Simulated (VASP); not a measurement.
# Hf2SiOF2 (P-4m2) in VASP: a series of runs, part 2 of 2

VASP 6.6.1. Earlier steps stand in the parts before.

## Step 3: Single point, PBE

This run uses another cell than the first one, of 13.36 Å³/atom.

Input file INCAR:

```
PREC = Accurate
ENCUT = 520
EDIFF = 1E-7
ISMEAR = 0
SIGMA = 0.1
LREAL = F
LASPH = T
NELM = 100
ALGO = Normal
ISIF = 2
LWAVE = F
LCHARG = F
GGA = PE
NBANDS = 31
```

Input file KPOINTS:

```
regular mesh
0
Gamma
  6 6 2
```

Input file POSCAR:

```
Hf2SiOF2
1.0
    3.1726192251      0.0000000000      0.0000000000
    0.0000000000      3.1726192251      0.0000000000
    0.0000000000      0.0000000000      7.9623319892
Hf Si O F
2 1 1 2
Direct
    0.5000000000      0.0000000000      0.3377111302
    0.0000000000      0.5000000000      0.6622888698
    0.5000000000      0.5000000000      0.0000000000
    0.0000000000      0.0000000000      0.0000000000
    0.5000000000      0.0000000000      0.7070821276
    0.0000000000      0.5000000000      0.2929178724
```

Potentials or basis: VASP PAW PBE potentials, release 64 (Hf_pv, Si, O, F).

On the command line:

```console
$ cat potpaw_PBE.64/Hf_pv/POTCAR potpaw_PBE.64/Si/POTCAR potpaw_PBE.64/O/POTCAR potpaw_PBE.64/F/POTCAR > POTCAR
$ mpirun -np 1 vasp_std > vasp.out
```

OUTCAR:

```text
PREC = Accurate
   ENCUT = 520
   EDIFF = 1E-7
   ISMEAR = 0
   LREAL = F
   LASPH = T
   NELM = 100
   ISIF = 2
   GGA = PE

 ion  position               nearest neighbor table
   1  0.500  0.000  0.338-   6 2.27   6 2.27   6 2.27   6 2.27   3 3.12   3 3.12   2 3.42   2 3.42
                             2 3.42   2 3.42
   2  0.000  0.500  0.662-   5 2.27   5 2.27   5 2.27   5 2.27   3 3.12   3 3.12   1 3.42   1 3.42
                             1 3.42   1 3.42
   3  0.500  0.500  0.000-   4 2.24   4 2.24   4 2.24   4 2.24   2 3.12   2 3.12   1 3.12   1 3.12

   4  0.000  0.000  0.000-   3 2.24   3 2.24   3 2.24   3 2.24
   5  0.500  0.000  0.707-   2 2.27   2 2.27   2 2.27   2 2.27
   6  0.000  0.500  0.293-   1 2.27   1 2.27   1 2.27   1 2.27

  LATTYP: Found a simple tetragonal cell.
 ALAT       =     3.1726192251
 C/A-ratio  =     2.5097030007

  Lattice vectors:

 A1 = (   3.1726192251,   0.0000000000,   0.0000000000)
 A2 = (   0.0000000000,   3.1726192251,   0.0000000000)
 A3 = (   0.0000000000,   0.0000000000,   7.9623319892)

Analysis of symmetry for initial positions (statically):
=====================================================================
 Subroutine PRICEL returns:
 Original cell was already a primitive cell.

 Routine SETGRP: Setting up the symmetry group for a
 simple tetragonal supercell.

 Subroutine GETGRP returns: Found  8 space group operations
 (whereof  8 operations were pure point group operations)
 out of a pool of 16 trial point group operations.

The static configuration has the point symmetry D_2d.

Analysis of symmetry for dynamics (positions and initial velocities):
=====================================================================
 Subroutine PRICEL returns:
 Original cell was already a primitive cell.

 Routine SETGRP: Setting up the symmetry group for a
 simple tetragonal supercell.

 Subroutine GETGRP returns: Found  8 space group operations
 (whereof  8 operations were pure point group operations)
 out of a pool of 16 trial point group operations.

The dynamic configuration has the point symmetry D_2d.

 Subroutine INISYM returns: Found  8 space group operations
 (whereof  8 operations are pure point group operations),
 and found     1 'primitive' translations

----------------------------------------------------------------------------------------

                                     Primitive cell

  volume of cell :      80.1450

  direct lattice vectors                    reciprocal lattice vectors
     3.172619225  0.000000000  0.000000000     0.315196980  0.000000000  0.000000000
     0.000000000  3.172619225  0.000000000     0.000000000  0.315196980  0.000000000
     0.000000000  0.000000000  7.962331989     0.000000000  0.000000000  0.125591347

  length of vectors
     3.172619225  3.172619225  7.962331989     0.315196980  0.315196980  0.125591347

  position of ions in fractional coordinates (direct lattice)
     0.500000000  0.000000000  0.337711130
     0.000000000  0.500000000  0.662288870
     0.500000000  0.500000000  0.000000000
     0.000000000  0.000000000  0.000000000
     0.500000000  0.000000000  0.707082128
[... 35 lines left out ...]
 Found     20 irreducible k-points:

 Following reciprocal coordinates:
            Coordinates               Weight
  0.000000  0.000000  0.000000      1.000000
  0.166667  0.000000  0.000000      4.000000
  0.333333  0.000000  0.000000      4.000000
  0.500000  0.000000  0.000000      2.000000
  0.166667  0.166667  0.000000      4.000000
  0.333333  0.166667  0.000000      8.000000
[... 12 lines left out ...]
  0.500000  0.333333  0.500000      4.000000
  0.500000  0.500000  0.500000      1.000000
   k-points           NKPTS =     20   k-points in BZ     NKDIM =     20   number of bands    NBANDS=     31
   number of dos      NEDOS =    301   number of ions     NIONS =      6
   total plane-waves  NPLWV =  34560
   dimension x,y,z NGX =    24 NGY =   24 NGZ =   60
   dimension x,y,z NGXF=    48 NGYF=   48 NGZF=  120
   ions per type =               2   1   1   2
   NGX,Y,Z   is equivalent  to a cutoff of  12.58, 12.58, 12.53 a.u.
   NGXF,Y,Z  is equivalent  to a cutoff of  25.15, 25.15, 25.05 a.u.
 SYSTEM =  unknown system
   PREC   = accura    normal or accurate (medium, high low for compatibility)
   ISTART =      0    job   : 0-new  1-cont  2-samecut
   ICHARG =      2    charge: 1-file 2-atom 10-const
   ISPIN  =      1    spin polarized calculation?
   LNONCOLLINEAR =      F non collinear calculations
   LSORBIT =      F    spin-orbit coupling
   LASPH  =      T    aspherical Exc in radial PAW
   ENCUT  =  520.0 eV  38.22 Ry    6.18 a.u.   5.90  5.90 14.80*2*pi/ulx,y,z
   NELM   =    100;   NELMIN=  2; NELMDL= -5     # of ELM steps
   EDIFF  = 0.1E-06   stopping-criterion for ELM
   LREAL  =      F    real-space projection
   EDIFFG = 0.1E-05   stopping-criterion for IOM
   NSW    =      0    number of steps for IOM
   IBRION =     -1    ionic relax: 0-MD 1-quasi-New 2-CG
   NFREE  =      0    steps in history (QN), initial steepest desc. (CG)
   ISIF   =      2    stress and relaxation
   ISYM   =      2    0-nonsym 1-usesym 2-fastsym
   POTIM  = 0.5000    time-step for ionic-motion
   TEBEG  =    0.0;   TEEND  =   0.0 temperature during run
   PSTRESS=    0.0 pullay stress
   NELECT =      44.0000    total number of electrons
   NUPDOWN=      -1.0000    fix difference up-down
   EMIN   =  10.00;   EMAX   =-10.00  energy-range for DOS
   EFERMI =   0.00;   METHOD = LEGACY
   ISMEAR =     0;   SIGMA  =   0.10  broadening in eV -4-tet -1-fermi 0-gaus
   EFERMI_NEDOS =   21; number of points for ismear=-14 and -15
   IALGO  =     38    algorithm
   IMIX   =      4    mixing-type and parameters
     AMIX     =   0.40;   BMIX     =  1.00
     AMIX_MAG =   1.60;   BMIX_MAG =  1.00
  volume/ion in A,a.u.               =      13.36        90.14
  Fermi-wavevector in a.u.,A,eV,Ry     =   1.340501  2.533179 24.448876  1.796942
  Thomas-Fermi vector in A             =   2.468808
   LORBIT       =      0    0 simple, 1 ext, 2 COOP (PROOUT), +10 PAW based schemes
   GGA     = PE    functional components
   LHFCALC =     F    Hartree Fock is set to
   AEXX    =    0.0000 exact exchange contribution
   IVDW    =     0    specifies the selected vdW correction
   LEPSILON=     F    determine dielectric tensor
   LRPA    =     F    only Hartree local field effects (RPA)
 non-spin polarized calculation
 Gauss-broadening in eV      SIGMA  =   0.10
  energy-cutoff  :      520.00
  volume of cell :       80.14
 maximum number of plane-waves:      2184
 NGX is ok and might be reduce to    24
   NGX = 11   NGY = 11   NGZ = 29

 number of electron      43.9999970 magnetization

 Free energy of the ion-electron system (eV)
  ---------------------------------------------------
  ext. energy  EPLUGINS =         0.00000000
  ---------------------------------------------------
  free energy    TOTEN  =       -40.92948417 eV

  energy without entropy =      -40.92369212  energy(sigma->0) =      -40.92658814

 E-fermi :   6.5635     XC(G=0): -11.4210

 val. band max:        6.4993615473   @ k =   0.1667   0.1667   0.5000
 cond. band min:       6.6192343938   @ k =   0.5000   0.0000   0.0000
 fundamental gap:      0.1198728464
 Fermi energy:         6.5634878098

 k-point     1 :       0.0000    0.0000    0.0000
  band No.  band energies     occupation
      1     -25.4525      2.00000
      2     -25.3532      2.00000
      3     -25.3532      2.00000
      4     -25.2768      2.00000
      5     -25.2589      2.00000
      6     -25.2589      2.00000
[... 669 lines left out ...]
     30      11.8353      0.00000
     31      12.4559      0.00000

------------------------ aborting loop because EDIFF is reached ----------------------------------------

  FORCE on cell =-STRESS in cart. coord.  units (eV):
  Direction    XX          YY          ZZ          XY          YZ          ZX
  --------------------------------------------------------------------------------------
  -------------------------------------------------------------------------------------
  Total       -0.9059152     -0.9059152     -0.3470513      0.0000000      0.0000000      0.0000000
  in kB      -18.1101462    -18.1101462     -6.9379007      0.0000000      0.0000000      0.0000000
  external PRESSURE =     -14.3860643 kB  Pullay stress =       0.0000000 kB

 VOLUME and BASIS-vectors are now :
 -----------------------------------------------------------------------------
  energy-cutoff  :      520.00
  volume of cell :       80.14
      direct lattice vectors                 reciprocal lattice vectors
     3.172619225  0.000000000  0.000000000     0.315196980  0.000000000  0.000000000
     0.000000000  3.172619225  0.000000000     0.000000000  0.315196980  0.000000000
     0.000000000  0.000000000  7.962331989     0.000000000  0.000000000  0.125591347

 POSITION                                       TOTAL-FORCE (eV/Angst)
 -----------------------------------------------------------------------------------
      1.58631      0.00000      2.68897        -0.000000     -0.000000     -0.032317
      0.00000      1.58631      5.27336        -0.000000      0.000000      0.032317
      1.58631      1.58631      0.00000        -0.000000     -0.000000      0.000000
      0.00000      0.00000      0.00000        -0.000000      0.000000      0.000000
      1.58631      0.00000      5.63002         0.000000     -0.000000     -0.051489
      0.00000      1.58631      2.33231        -0.000000     -0.000000      0.051489
 -----------------------------------------------------------------------------------
    total drift:                                0.000000      0.000000     -0.000000

  FREE ENERGIE OF THE ION-ELECTRON SYSTEM (eV)
  ---------------------------------------------------
  free  energy   TOTEN  =       -40.9294841657 eV

  energy  without entropy=      -40.9236921194  energy(sigma->0) =      -40.92658814
```

Run time: 70 s. Hardware: 1 thread of Intel Xeon 8259CL, shared host; peak memory 0.21 GiB.

Results:

| Item | Value |
| --- | --- |
| Free energy | -40.9295 eV |
| Pressure | -1.4 GPa |
| Largest force | 0.051 eV/Å |
| Band gap on the k mesh | zero (bands 22 and 23 overlap by 0.76 eV) |

Forces on the atoms (eV/Å):
```
Hf   0.000  0.000 -0.032
Hf   0.000  0.000  0.032
Si   0.000  0.000  0.000
O    0.000  0.000  0.000
F    0.000  0.000 -0.051
F    0.000  0.000  0.051
```

Caveat: the k points lie up to 0.39 Å⁻¹ apart, too coarse for converged energies and pressures of a metal; spin-orbit coupling is left out, which moves the levels of the heavy elements.

## Step 4: Single point, PBE

This run uses another cell than the first one, of 15.57 Å³/atom.

Input file INCAR:

```
ALGO = Normal ; EDIFF = 1E-6
ENCUT = 520 ; GGA = PE
ISIF = 2 ; ISMEAR = 0
LASPH = T ; LCHARG = T
LELF = T ; LREAL = F
LVHAR = T ; LWAVE = F
NBANDS = 31 ; NELM = 80
PREC = Accurate ; SIGMA = 0.1
```

Input file KPOINTS:

```
k-points
0
Gamma
  4 4 4
```

Input file POSCAR:

```
Hf2SiOF2
1.0
    3.8252084800      0.0000000000      0.0000000000
    0.0000000000      3.8252084800      0.0000000000
    0.0000000000      0.0000000000      6.3841931300
Hf Si O F
2 1 1 2
Direct
    0.5000000000      0.0000000000      0.3182089900
    0.0000000000      0.5000000000      0.6817910100
    0.5000000000      0.5000000000      0.0000000000
    0.0000000000      0.0000000000      0.0000000000
    0.5000000000      0.0000000000      0.8291289800
    0.0000000000      0.5000000000      0.1708710200
```

On the command line:

```console
$ cat potpaw_PBE.64/Hf_pv/POTCAR potpaw_PBE.64/Si/POTCAR potpaw_PBE.64/O/POTCAR potpaw_PBE.64/F/POTCAR > POTCAR
$ mpirun -np 1 vasp_std > vasp.out
```

Wall time 94 s (1 thread of Intel Xeon 8259CL, shared host); peak memory 0.21 GiB.

The run converged. Its results:

| Property | Result |
| --- | --- |
| Free energy | -35.7379 eV |
| Pressure | -6.2 GPa |
| Largest force | 2.827 eV/Å |
| Band gap on the k mesh | zero (bands 22 and 23 overlap by 0.48 eV) |

Forces on the atoms (eV/Å):
```
Hf   0.000  0.000 -0.675
Hf   0.000  0.000  0.675
Si   0.000  0.000  0.000
O    0.000  0.000  0.000
F    0.000  0.000 -2.827
F    0.000  0.000  2.827
```

Stress tensor (GPa, compression positive):
```
-5.63  0.00  0.00
 0.00 -5.63  0.00
 0.00  0.00 -7.30
```

Levels at points of the mesh, in eV from the Fermi level:
```csv
k point,band 19,band 20,band 21,band 22,band 23,band 24,band 25,band 26
"(0.00, 0.00, 0.00)",-1.78,-1.58,-1.58,-0.27,-0.10,0.60,0.60,1.72
"(0.50, 0.00, 0.00)",-1.82,-1.39,-1.30,-0.24,-0.11,0.89,1.25,1.45
"(0.50, 0.50, 0.00)",-1.37,-0.79,-0.09,0.18,0.31,0.31,1.89,1.89
"(0.00, 0.00, 0.50)",-1.48,-1.48,-1.02,0.36,0.39,0.39,0.93,1.75
"(0.50, 0.00, 0.50)",-1.69,-1.42,-1.38,0.08,0.15,0.24,1.30,1.32
"(0.50, 0.50, 0.50)",-1.71,-1.26,-0.30,-0.05,-0.05,1.22,1.66,1.66
```

Caveat: the k points lie up to 0.41 Å⁻¹ apart; spin-orbit coupling is left out, which moves the levels of the heavy elements; forces of over 1 eV/Å act on the atoms, so gaps and moduli don't describe the material at rest.

## Step 5: Overview

```csv
cell,k mesh,gap on the mesh (eV),pressure (GPa),largest force (eV/Å)
"a = 3.191, b = 3.191, c = 7.849 Å, 6 atoms, atomic positions A",4 × 4 × 4,none,-1.4,0.06
"a = 3.173, b = 3.173, c = 7.962 Å, 6 atoms, atomic positions B",6 × 6 × 2,none,-1.4,0.05
"a = 3.825, b = 3.825, c = 6.384 Å, 6 atoms, atomic positions C",4 × 4 × 4,none,-6.2,2.83
```

Alike in all rows: task single point; level PBE; potentials or basis VASP PAW PBE potentials, release 64 (Hf_pv, Si, O, F); no spin polarisation; cutoff (eV) 520; smearing gaussian 0.1 eV.

Caveats: all runs use coarse meshes; spin-orbit coupling is left out, which moves the levels of the heavy elements; forces of over 1 eV/Å act on the atoms, so gaps and moduli don't describe the material at rest (at least some runs).

Total energies depend on the potentials used, so only differences within one code and one set of settings carry meaning.

The gap in the log of VASP goes by the Fermi energy; the results here count the filled bands.